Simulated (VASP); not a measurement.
# Ca (R-3m) in VASP: further runs

The runs below take Ca through single point, with PBEsol.

Everything below comes from runs of VASP 6.6.1. Logs are shortened: lines on timing, memory, paths and dates and some standing lists are left out, and cuts for length are marked.

## Step 1: The cell of the first run

The typed cell holds 2 atoms: a = 6.411 Å, b = 6.411 Å, c = 6.411 Å, α = 33.52°, β = 33.52°, γ = 33.52°.

## Step 2: Single point, PBEsol

Contents of INCAR:

```
SYSTEM = Ca
PREC = Accurate
ENCUT = 520
EDIFF = 1E-7
ISMEAR = -1
SIGMA = 0.1
LREAL = .False.
LASPH = .True.
NELM = 60
ALGO = Normal
ISIF = 2
LWAVE = .False.
LCHARG = .True.
GGA = PS
LELF = .True.
LVHAR = .True.
NBANDS = 17
```

Contents of KPOINTS:

```
Automatic mesh
0
Gamma
  10 10 10
  0 0 0
```

Contents of POSCAR:

```
Ca
1.0
    1.8487386004     -1.0673697287      6.0447054599
    0.0000000000      2.1347394572      6.0447054599
   -1.8487386004     -1.0673697287      6.0447054599
Ca
2
Direct
    0.2500004531      0.2500004531      0.2500004531
   -0.2500004531     -0.2500004531     -0.2500004531
```

Potentials or basis: VASP PAW PBE potentials, release 64 (Ca_sv).

Command:

```
cat potpaw_PBE.64/Ca_sv/POTCAR > POTCAR
mpirun -np 1 vasp_std > vasp.out
```

OUTCAR:

```text
SYSTEM = Ca
   PREC = Accurate
   ENCUT = 520
   EDIFF = 1E-7
   ISMEAR = -1
   LREAL = .False.
   LASPH = .True.
   NELM = 60
   ISIF = 2
   GGA = PS

 ion  position               nearest neighbor table
   1  0.250  0.250  0.250-
   2  0.750  0.750  0.750-

  LATTYP: Found a trigonal (rhomboedric) cell.
 ALAT       =     6.4105831753
 COS(alpha) =     0.8336641220

  Lattice vectors:

 A1 = (   1.8487386004,  -1.0673697287,   6.0447054599)
 A2 = (   0.0000000000,   2.1347394572,   6.0447054599)
 A3 = (  -1.8487386004,  -1.0673697287,   6.0447054599)

Analysis of symmetry for initial positions (statically):
=====================================================================
 Subroutine PRICEL returns following result:

  LATTYP: Found a trigonal (rhomboedric) cell.
 ALAT       =     3.7002470064
 COS(alpha) =     0.5007446439

  Lattice vectors:

 A1 = (   0.0000000000,   2.1347394573,  -3.0223691631)
 A2 = (   1.8487386004,  -1.0673697286,  -3.0223362968)
 A3 = (  -1.8487386004,  -1.0673697286,  -3.0223691631)

   2 primitive cells build up your supercell.

 Routine SETGRP: Setting up the symmetry group for a
 trigonal (rhombohedral) supercell.

 Subroutine GETGRP returns: Found 12 space group operations
 (whereof 12 operations were pure point group operations)
 out of a pool of 12 trial point group operations.

The static configuration has the point symmetry D_3d.

Analysis of symmetry for dynamics (positions and initial velocities):
=====================================================================
 Subroutine PRICEL returns following result:

  LATTYP: Found a trigonal (rhomboedric) cell.
 ALAT       =     3.7002470064
 COS(alpha) =     0.5007446439

  Lattice vectors:

 A1 = (   0.0000000000,   2.1347394573,  -3.0223691631)
 A2 = (   1.8487386004,  -1.0673697286,  -3.0223362968)
 A3 = (  -1.8487386004,  -1.0673697286,  -3.0223691631)

   2 primitive cells build up your supercell.

 Routine SETGRP: Setting up the symmetry group for a
 trigonal (rhombohedral) supercell.

 Subroutine GETGRP returns: Found 12 space group operations
 (whereof 12 operations were pure point group operations)
 out of a pool of 12 trial point group operations.

The dynamic configuration has the point symmetry D_3d.

 Subroutine INISYM returns: Found 12 space group operations
 (whereof 12 operations are pure point group operations),
 and found     2 'primitive' translations

----------------------------------------------------------------------------------------

                                     Primitive cell

  volume of cell :      35.7839

  direct lattice vectors                    reciprocal lattice vectors
     0.000000000  2.134739457 -3.022369163     0.000000980  0.312293594 -0.110289155
     1.848738600 -1.067369729 -3.022336297     0.270455657 -0.156147646 -0.110289155
    -1.848738600 -1.067369729 -3.022369163    -0.270453696 -0.156147646 -0.110289155

  length of vectors
     3.700247006  3.700220161  3.700247006     0.331196297  0.331197898  0.331196297

  position of ions in fractional coordinates (direct lattice)
     0.500000000  0.500000000  0.500000000

  ion indices of the primitive-cell ions
   primitive index   ion index
                 1           1

----------------------------------------------------------------------------------------

 KPOINTS: Automatic mesh

Automatic generation of k-mesh.
 Grid dimensions read from file:
 generate k-points for:   10   10   10

 Generating k-lattice:

  Cartesian coordinates                     Fractional coordinates (reciprocal lattice)
     0.027045468 -0.015614708  0.005514468     0.100000000  0.000000000  0.000000000
     0.000000000  0.031229416  0.005514468     0.000000000  0.100000000  0.000000000
    -0.027045468 -0.015614708  0.005514468     0.000000000  0.000000000  0.100000000

  Length of vectors
     0.031712549  0.031712549  0.031712549

  Shift w.r.t. Gamma in fractional coordinates (k-lattice)
     0.000000000  0.000000000  0.000000000

 Subroutine IBZKPT returns following result:
 ===========================================

 Found    116 irreducible k-points:

 Following reciprocal coordinates:
            Coordinates               Weight
  0.000000  0.000000  0.000000      1.000000
  0.100000 -0.000000 -0.000000      6.000000
  0.200000 -0.000000 -0.000000      6.000000
  0.300000  0.000000 -0.000000      6.000000
  0.400000  0.000000  0.000000      6.000000
  0.500000 -0.000000 -0.000000      3.000000
[... 16 lines left out ...]
  0.300000  0.300000  0.000000      6.000000
  0.400000  0.300000 -0.000000     12.000000
 [... further k-points ...]
   k-points           NKPTS =    116   k-points in BZ     NKDIM =    116   number of bands    NBANDS=     17
   number of dos      NEDOS =    301   number of ions     NIONS =      2
   total plane-waves  NPLWV = 110592
   dimension x,y,z NGX =    48 NGY =   48 NGZ =   48
   dimension x,y,z NGXF=    96 NGYF=   96 NGZF=   96
   ions per type =               2
   NGX,Y,Z   is equivalent  to a cutoff of  12.45, 12.45, 12.45 a.u.
   NGXF,Y,Z  is equivalent  to a cutoff of  24.90, 24.90, 24.90 a.u.
 SYSTEM =  Ca
   PREC   = accura    normal or accurate (medium, high low for compatibility)
   ISTART =      0    job   : 0-new  1-cont  2-samecut
   ICHARG =      2    charge: 1-file 2-atom 10-const
   ISPIN  =      1    spin polarized calculation?
   LNONCOLLINEAR =      F non collinear calculations
   LSORBIT =      F    spin-orbit coupling
   LASPH  =      T    aspherical Exc in radial PAW
   ENCUT  =  520.0 eV  38.22 Ry    6.18 a.u.  11.92 11.92 11.92*2*pi/ulx,y,z
   NELM   =     60;   NELMIN=  2; NELMDL= -5     # of ELM steps
   EDIFF  = 0.1E-06   stopping-criterion for ELM
   LREAL  =      F    real-space projection
   EDIFFG = 0.1E-05   stopping-criterion for IOM
   NSW    =      0    number of steps for IOM
   IBRION =     -1    ionic relax: 0-MD 1-quasi-New 2-CG
   NFREE  =      0    steps in history (QN), initial steepest desc. (CG)
   ISIF   =      2    stress and relaxation
   ISYM   =      2    0-nonsym 1-usesym 2-fastsym
   POTIM  = 0.5000    time-step for ionic-motion
   TEBEG  =    0.0;   TEEND  =   0.0 temperature during run
   PSTRESS=    0.0 pullay stress
   NELECT =      20.0000    total number of electrons
   NUPDOWN=      -1.0000    fix difference up-down
   EMIN   =  10.00;   EMAX   =-10.00  energy-range for DOS
   EFERMI =   0.00;   METHOD = LEGACY
   ISMEAR =    -1;   SIGMA  =   0.10  broadening in eV -4-tet -1-fermi 0-gaus
   EFERMI_NEDOS =   21; number of points for ismear=-14 and -15
   IALGO  =     38    algorithm
   IMIX   =      4    mixing-type and parameters
     AMIX     =   0.40;   BMIX     =  1.00
     AMIX_MAG =   1.60;   BMIX_MAG =  1.00
  volume/ion in A,a.u.               =      35.78       241.48
  Fermi-wavevector in a.u.,A,eV,Ry     =   1.070317  2.022607 15.586552  1.145579
  Thomas-Fermi vector in A             =   2.206024
   LORBIT       =      0    0 simple, 1 ext, 2 COOP (PROOUT), +10 PAW based schemes
   GGA     = PS    functional components
   LHFCALC =     F    Hartree Fock is set to
   AEXX    =    0.0000 exact exchange contribution
   IVDW    =     0    specifies the selected vdW correction
   LEPSILON=     F    determine dielectric tensor
   LRPA    =     F    only Hartree local field effects (RPA)
 non-spin polarized calculation
  energy-cutoff  :      520.00
  volume of cell :       71.57
 maximum number of plane-waves:      1942
   NGX = 23   NGY = 23   NGZ = 23

 number of electron      19.9999998 magnetization

 Free energy of the ion-electron system (eV)
  ---------------------------------------------------
  ext. energy  EPLUGINS =         0.00000000
  ---------------------------------------------------
  free energy    TOTEN  =        -4.23032150 eV

  energy without entropy =       -4.15542512  energy(sigma->0) =       -4.19287331

 E-fermi :   2.5911     XC(G=0):  -8.3521

 val. band max:        2.5874501013   @ k =   0.0000   0.0000   0.0000
 cond. band min:       2.5947044194   @ k =   0.5000   0.5000   0.0000
 fundamental gap:      0.0072543182
 Fermi energy:         2.5911366196

 k-point     1 :       0.0000    0.0000    0.0000
  band No.  band energies     occupation
      1     -38.8809      2.00000
      2     -38.8511      2.00000
      3     -20.0950      2.00000
      4     -19.8745      2.00000
      5     -19.8745      2.00000
      6     -19.8408      2.00000
[... 9 lines left out ...]
     16       5.1223      0.00000
     17       6.4291      0.00000

 k-point     2 :       0.1000   -0.0000   -0.0000
  band No.  band energies     occupation
      1     -38.8783      2.00000
      2     -38.8499      2.00000
      3     -20.0861      2.00000
      4     -19.8922      2.00000
      5     -19.8781      2.00000
      6     -19.8611      2.00000
[... 9 lines left out ...]
     16       5.1958      0.00000
     17       6.2708      0.00000

 k-point     3 :       0.2000   -0.0000   -0.0000
  band No.  band energies     occupation
      1     -38.8712      2.00000
      2     -38.8471      2.00000
      3     -20.0609      2.00000
      4     -19.9382      2.00000
      5     -19.9136      2.00000
      6     -19.8873      2.00000
[... 9 lines left out ...]
     16       5.4522      0.00000
     17       5.9392      0.00000

 k-point     4 :       0.3000    0.0000   -0.0000
  band No.  band energies     occupation
      1     -38.8617      2.00000
      2     -38.8442      2.00000
      3     -20.0242      2.00000
      4     -19.9941      2.00000
      5     -19.9779      2.00000
      6     -19.8978      2.00000
[... 9 lines left out ...]
     16       5.8547      0.00000
     17       6.0872      0.00000

 k-point     5 :       0.4000    0.0000    0.0000
  band No.  band energies     occupation
      1     -38.8526      2.00000
      2     -38.8434      2.00000
      3     -20.0380      2.00000
      4     -20.0302      2.00000
      5     -19.9818      2.00000
      6     -19.9045      2.00000
[... 9 lines left out ...]
     16       5.9512      0.00000
     17       6.6495      0.00000

 k-point     6 :       0.5000   -0.0000   -0.0000
  band No.  band energies     occupation
      1     -38.8461      2.00000
      2     -38.8461      2.00000
      3     -20.0523      2.00000
      4     -20.0523      2.00000
      5     -19.9401      2.00000
      6     -19.9401      2.00000
[... 9 lines left out ...]
     16       5.8139      0.00000
     17       7.3451      0.00000

 k-point     7 :       0.1000    0.1000   -0.0000
  band No.  band energies     occupation
      1     -38.8781      2.00000
      2     -38.8502      2.00000
      3     -20.0845      2.00000
      4     -19.8896      2.00000
      5     -19.8801      2.00000
      6     -19.8659      2.00000
[... 9 lines left out ...]
     16       5.1986      0.00000
     17       6.3614      0.00000

 k-point     8 :       0.2000    0.1000   -0.0000
  band No.  band energies     occupation
      1     -38.8730      2.00000
      2     -38.8483      2.00000
      3     -20.0668      2.00000
      4     -19.9198      2.00000
      5     -19.9020      2.00000
      6     -19.8868      2.00000
[... 9 lines left out ...]
     16       5.3550      0.00000
     17       6.0498      0.00000
[... 203 lines left out ...]
      1     -38.8490      2.00000
      2     -38.8432      2.00000
      3     -20.0346      2.00000
      4     -20.0314      2.00000
      5     -19.9779      2.00000
      6     -19.9418      2.00000
[... 9 lines left out ...]
     16       5.8048      0.00000
     17       6.5350      0.00000

 k-point    20 :      -0.4000    0.2000    0.0000
  band No.  band energies     occupation
      1     -38.8455      2.00000
      2     -38.8436      2.00000
      3     -20.0390      2.00000
      4     -20.0330      2.00000
      5     -19.9729      2.00000
      6     -19.9671      2.00000
[... 9 lines left out ...]
     16       5.8390      0.00000
     17       6.8524      0.00000

 k-point    21 :      -0.3000    0.2000    0.0000
  band No.  band energies     occupation
      1     -38.8508      2.00000
      2     -38.8414      2.00000
      3     -20.0278      2.00000
      4     -20.0188      2.00000
      5     -19.9947      2.00000
      6     -19.9431      2.00000
[... 9 lines left out ...]
     16       5.6126      0.00000
     17       6.3641      0.00000

 k-point    22 :      -0.2000    0.2000    0.0000
  band No.  band energies     occupation
      1     -38.8581      2.00000
      2     -38.8421      2.00000
      3     -20.0194      2.00000
      4     -19.9975      2.00000
      5     -19.9945      2.00000
      6     -19.9239      2.00000
[... 9 lines left out ...]
     16       5.6656      0.00000
     17       5.9278      0.00000

 k-point    23 :       0.3000    0.3000    0.0000
  band No.  band energies     occupation
      1     -38.8613      2.00000
      2     -38.8446      2.00000
      3     -20.0494      2.00000
      4     -20.0097      2.00000
      5     -19.9489      2.00000
      6     -19.9123      2.00000
[... 9 lines left out ...]
     16       6.1510      0.00000
     17       6.6231      0.00000

 k-point    24 :       0.4000    0.3000   -0.0000
  band No.  band energies     occupation
      1     -38.8560      2.00000
      2     -38.8431      2.00000
      3     -20.0520      2.00000
      4     -20.0419      2.00000
      5     -19.9501      2.00000
      6     -19.9244      2.00000
[... 9 lines left out ...]
     16       6.3525      0.00000
     17       6.6447      0.00000

 [... further k-points ...]
[... 5 lines left out ...]
  --------------------------------------------------------------------------------------
  -------------------------------------------------------------------------------------
  Total        1.2562274      1.2562274      1.2560431      0.0000000     -0.0000000      0.0000000
  in kB       28.1230265     28.1230265     28.1189015      0.0000000     -0.0000000      0.0000000
  external PRESSURE =      28.1216515 kB  Pullay stress =       0.0000000 kB

 VOLUME and BASIS-vectors are now :
 -----------------------------------------------------------------------------
  energy-cutoff  :      520.00
  volume of cell :       71.57
      direct lattice vectors                 reciprocal lattice vectors
     1.848738600 -1.067369729  6.044705460     0.270454676 -0.156147080  0.055144678
     0.000000000  2.134739457  6.044705460     0.000000000  0.312294160  0.055144678
    -1.848738600 -1.067369729  6.044705460    -0.270454676 -0.156147080  0.055144678

 POSITION                                       TOTAL-FORCE (eV/Angst)
 -----------------------------------------------------------------------------------
      0.00000     -0.00000      4.53354         0.000000      0.000000      0.000000
      0.00000     -0.00000     13.60058         0.000000      0.000000     -0.000000
 -----------------------------------------------------------------------------------
    total drift:                               -0.000000     -0.000000      0.000000

  FREE ENERGIE OF THE ION-ELECTRON SYSTEM (eV)
  ---------------------------------------------------
  free  energy   TOTEN  =        -4.2303215011 eV

  energy  without entropy=       -4.1554251191  energy(sigma->0) =       -4.19287331
```

It took 7.1 min on 1 thread of Oxide Virtual Turin-like, shared host; peak memory 0.35 GiB.

Results:

```
Free energy            : -4.2303 eV
Pressure               : 2.8 GPa
Band gap on the k mesh : zero (band 10 reaches 2.63 eV, above the bottom of band 11 at 2.56 eV)
```

Caveat: the PAW data sets were made with another functional, which shifts forces and pressure a little.

## Step 3: Single point, PBEsol

Contents of INCAR:

```
  PREC = Accurate
  ENCUT = 520
  EDIFF = 1E-6
  ISMEAR = -1
  SIGMA = 0.1
  LREAL = F
  LASPH = T
  NELM = 60
  ALGO = Normal
  ISIF = 2
  LWAVE = F
  LCHARG = T
  GGA = PS
  LELF = T
  LVHAR = T
  NBANDS = 17
```

Contents of KPOINTS:

```
Automatic mesh
0
Gamma
  10 10 10
```

Contents of POSCAR:

```
Ca
1.0
    1.8487386004     -1.0673697286      6.0447054599
    0.0000000000      2.1347394572      6.0447054599
   -1.8487386004     -1.0673697286      6.0447054599
Ca
2
Direct
    0.2500000000      0.2500000000      0.2500000000
   -0.2500000000     -0.2500000000     -0.2500000000
```

Potentials or basis: VASP PAW PBE potentials, release 64 (Ca_sv).

Command:

```
cat potpaw_PBE.64/Ca_sv/POTCAR > POTCAR
mpirun -np 1 vasp_std > vasp.out
```

It took 6.3 min on 1 thread of Oxide Virtual Turin-like, shared host; peak memory 0.35 GiB.

It converged, with:

* Free energy: -4.2303 eV
* Pressure: 2.8 GPa
* Band gap on the k mesh: zero (band 10 reaches 2.63 eV, above the bottom of band 11 at 2.56 eV)

Levels at points of the mesh, in eV from the Fermi level:
| k point | band 8 | band 9 | band 10 | band 11 | band 12 | band 13 |
| --- | --- | --- | --- | --- | --- | --- |
| (0.00, 0.00, 0.00) | -22.43 | -4.33 | -1.10 | 0.00 | 2.39 | 2.39 |
| (0.50, 0.00, 0.00) | -22.49 | -0.81 | -0.81 | 0.40 | 0.40 | 1.48 |
| (0.50, 0.50, 0.00) | -22.47 | -1.09 | -0.66 | 0.00 | 0.44 | 1.31 |
| (0.50, 0.50, 0.50) | -22.45 | -3.17 | -3.17 | 1.48 | 1.48 | 2.69 |

Caveat: the PAW data sets were made with another functional, which shifts forces and pressure a little.
